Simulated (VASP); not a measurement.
# Rh (Fm-3m) in VASP: single point with LDA

Aim: the single point of Rh with LDA.

Program: VASP 6.6.1. These are calculated values, not measurements. Logs are shortened: lines on timing, memory, paths and dates and some standing lists are left out, and cuts for length are marked.

### 1 The cell of the first run

It takes space group Fm-3m (No. 225, cubic). Conventional cell: a = 3.761 Å, b = 3.761 Å, c = 3.761 Å, α = 90.00°, β = 90.00°, γ = 90.00°. Within 3.5 Å of Rh (site symmetry m-3m) lie 12 Rh at 2.66 Å.

### 2 Single point, LDA

INCAR

```
PREC = Accurate
ENCUT = 520
EDIFF = 1E-6
ISMEAR = -1
SIGMA = 0.13605693000000002
LREAL = F
LASPH = T
NELM = 100
ALGO = Normal
ISIF = 2
LWAVE = F
LCHARG = F
GGA = CA
NBANDS = 14
```

KPOINTS

```
regular mesh
0
Gamma
  15 15 15
```

POSCAR

```
Rh
1.0
    0.0000000000      1.8802666741      1.8802666741
    1.8802666741      0.0000000000      1.8802666741
    1.8802666741      1.8802666741      0.0000000000
Rh
1
Direct
    0.0000000000      0.0000000000      0.0000000000
```

Potentials or basis: VASP PAW LDA potentials, release 64 (Rh_pv).

Started as:

```bash
$ cat potpaw_LDA.64/Rh_pv/POTCAR > POTCAR
$ mpirun -np 1 vasp_std > vasp.out
```

OUTCAR:

```text
PREC = Accurate
   ENCUT = 520
   EDIFF = 1E-6
   ISMEAR = -1
   LREAL = F
   LASPH = T
   NELM = 100
   ISIF = 2
   GGA = CA

 ion  position               nearest neighbor table
   1  0.000  0.000  0.000-

  LATTYP: Found a face centered cubic cell.
 ALAT       =     3.7605333482

  Lattice vectors:

 A1 = (   0.0000000000,   1.8802666741,   1.8802666741)
 A2 = (   1.8802666741,   0.0000000000,   1.8802666741)
 A3 = (   1.8802666741,   1.8802666741,   0.0000000000)

Analysis of symmetry for initial positions (statically):
=====================================================================
 Subroutine PRICEL returns:
 Original cell was already a primitive cell.

 Routine SETGRP: Setting up the symmetry group for a
 face centered cubic supercell.

 Subroutine GETGRP returns: Found 48 space group operations
 (whereof 48 operations were pure point group operations)
 out of a pool of 48 trial point group operations.

The static configuration has the point symmetry O_h .

Analysis of symmetry for dynamics (positions and initial velocities):
=====================================================================
 Subroutine PRICEL returns:
 Original cell was already a primitive cell.

 Routine SETGRP: Setting up the symmetry group for a
 face centered cubic supercell.

 Subroutine GETGRP returns: Found 48 space group operations
 (whereof 48 operations were pure point group operations)
 out of a pool of 48 trial point group operations.

The dynamic configuration has the point symmetry O_h .

 Subroutine INISYM returns: Found 48 space group operations
 (whereof 48 operations are pure point group operations),
 and found     1 'primitive' translations

----------------------------------------------------------------------------------------

                                     Primitive cell

  volume of cell :      13.2950

  direct lattice vectors                    reciprocal lattice vectors
     0.000000000  1.880266674  1.880266674    -0.265919727  0.265919727  0.265919727
     1.880266674  0.000000000  1.880266674     0.265919727 -0.265919727  0.265919727
     1.880266674  1.880266674  0.000000000     0.265919727  0.265919727 -0.265919727

  length of vectors
     2.659098631  2.659098631  2.659098631     0.460586477  0.460586477  0.460586477

  position of ions in fractional coordinates (direct lattice)
     0.000000000  0.000000000  0.000000000

  ion indices of the primitive-cell ions
   primitive index   ion index
                 1           1
[... 73 lines left out ...]
   LREAL  =      F    real-space projection
   EDIFFG = 0.1E-04   stopping-criterion for IOM
   NSW    =      0    number of steps for IOM
   IBRION =     -1    ionic relax: 0-MD 1-quasi-New 2-CG
   NFREE  =      0    steps in history (QN), initial steepest desc. (CG)
   ISIF   =      2    stress and relaxation
   ISYM   =      2    0-nonsym 1-usesym 2-fastsym
   POTIM  = 0.5000    time-step for ionic-motion
   TEBEG  =    0.0;   TEEND  =   0.0 temperature during run
   PSTRESS=    0.0 pullay stress
   NELECT =      15.0000    total number of electrons
   NUPDOWN=      -1.0000    fix difference up-down
   EMIN   =  10.00;   EMAX   =-10.00  energy-range for DOS
   EFERMI =   0.00;   METHOD = LEGACY
   ISMEAR =    -1;   SIGMA  =   0.14  broadening in eV -4-tet -1-fermi 0-gaus
   EFERMI_NEDOS =   21; number of points for ismear=-14 and -15
   IALGO  =     38    algorithm
   IMIX   =      4    mixing-type and parameters
     AMIX     =   0.40;   BMIX     =  1.00
     AMIX_MAG =   1.60;   BMIX_MAG =  1.00
  volume/ion in A,a.u.               =      13.29        89.72
  Fermi-wavevector in a.u.,A,eV,Ry     =   1.704286  3.220633 39.519355  2.904591
  Thomas-Fermi vector in A             =   2.783717
   LORBIT       =      0    0 simple, 1 ext, 2 COOP (PROOUT), +10 PAW based schemes
   GGA     = CA    functional components
   LHFCALC =     F    Hartree Fock is set to
   AEXX    =    0.0000 exact exchange contribution
   IVDW    =     0    specifies the selected vdW correction
   LEPSILON=     F    determine dielectric tensor
   LRPA    =     F    only Hartree local field effects (RPA)
 non-spin polarized calculation
  energy-cutoff  :      520.00
  volume of cell :       13.29
 maximum number of plane-waves:       369
   NGX =  9   NGY =  9   NGZ =  9

 number of electron      15.0000003 magnetization

 Free energy of the ion-electron system (eV)
  ---------------------------------------------------
  ext. energy  EPLUGINS =         0.00000000
  ---------------------------------------------------
  free energy    TOTEN  =        -8.72222525 eV

  energy without entropy =       -8.64483291  energy(sigma->0) =       -8.68352908

 E-fermi :  12.3278     XC(G=0): -14.5666

 val. band max:       12.2733130177   @ k =  -0.3333   0.3333   0.0000
 cond. band min:      12.3280048528   @ k =  -0.3333   0.2667   0.0667
 fundamental gap:      0.0546918351
 Fermi energy:        12.3277938153

 k-point     1 :       0.0000    0.0000    0.0000
  band No.  band energies     occupation
      1     -33.8792      2.00000
      2     -33.8792      2.00000
      3     -33.8792      2.00000
      4       4.0635      2.00000
      5       9.0685      2.00000
      6       9.0685      2.00000
      7       9.0685      2.00000
      8      11.3073      1.99889
      9      11.3073      1.99889
     10      28.2593      0.00000
     11      32.5968      0.00000
     12      33.8559      0.00000
     13      33.8559      0.00000
     14      33.8559      0.00000
[... 377 lines left out ...]
      1     -34.1182      2.00000
      2     -33.9566      2.00000
      3     -33.9496      2.00000
      4       5.5534      2.00000
      5       8.1827      2.00000
      6       9.7495      2.00000
      7       9.8290      2.00000
      8      10.5709      2.00000
      9      11.6865      1.98221
     10      30.3966      0.00000
     11      30.8764      0.00000
     12      32.5975      0.00000
     13      33.7372      0.00000
     14      34.2337      0.00000

 [... further k-points ...]
[... 5 lines left out ...]
  --------------------------------------------------------------------------------------
  -------------------------------------------------------------------------------------
  Total       -0.0054192     -0.0054192     -0.0054192      0.0000000      0.0000000      0.0000000
  in kB       -0.6530697     -0.6530697     -0.6530697      0.0000000      0.0000000      0.0000000
  external PRESSURE =      -0.6530697 kB  Pullay stress =       0.0000000 kB

 VOLUME and BASIS-vectors are now :
 -----------------------------------------------------------------------------
  energy-cutoff  :      520.00
  volume of cell :       13.29
      direct lattice vectors                 reciprocal lattice vectors
     0.000000000  1.880266674  1.880266674    -0.265919727  0.265919727  0.265919727
     1.880266674  0.000000000  1.880266674     0.265919727 -0.265919727  0.265919727
     1.880266674  1.880266674  0.000000000     0.265919727  0.265919727 -0.265919727

 POSITION                                       TOTAL-FORCE (eV/Angst)
 -----------------------------------------------------------------------------------
      0.00000      0.00000      0.00000        -0.000000      0.000000      0.000000
 -----------------------------------------------------------------------------------
    total drift:                                0.000000     -0.000000      0.000000

  FREE ENERGIE OF THE ION-ELECTRON SYSTEM (eV)
  ---------------------------------------------------
  free  energy   TOTEN  =        -8.7222252534 eV

  energy  without entropy=       -8.6448329099  energy(sigma->0) =       -8.68352908
```

stdout:

```text
POSCAR found type information on POSCAR Rh
 POSCAR found :  1 types and       1 ions
 scaLAPACK will be used
 LDA part: xc-table for (Slater(with rela. corr.)+CA(PZ))
 , standard interpolation
 POSCAR, INCAR and KPOINTS ok, starting setup
 FFT: planning ... GRIDC
 FFT: planning ... GRID_SOFT
 FFT: planning ... GRID
 WAVECAR not read
 entering main loop
```

It took 20 s on 1 thread of Intel Xeon 8259CL, shared host; peak memory 0.13 GiB.

What came out:

- Free energy: -8.7222 eV
- Pressure: -0.1 GPa

Levels at points of the mesh, in eV from the Fermi level:
| k point | band 4 | band 5 | band 6 | band 7 | band 8 | band 9 | band 10 | band 11 |
| --- | --- | --- | --- | --- | --- | --- | --- | --- |
| (0.00, 0.00, 0.00) | -8.26 | -3.26 | -3.26 | -3.26 | -1.02 | -1.02 | 15.93 | 20.27 |
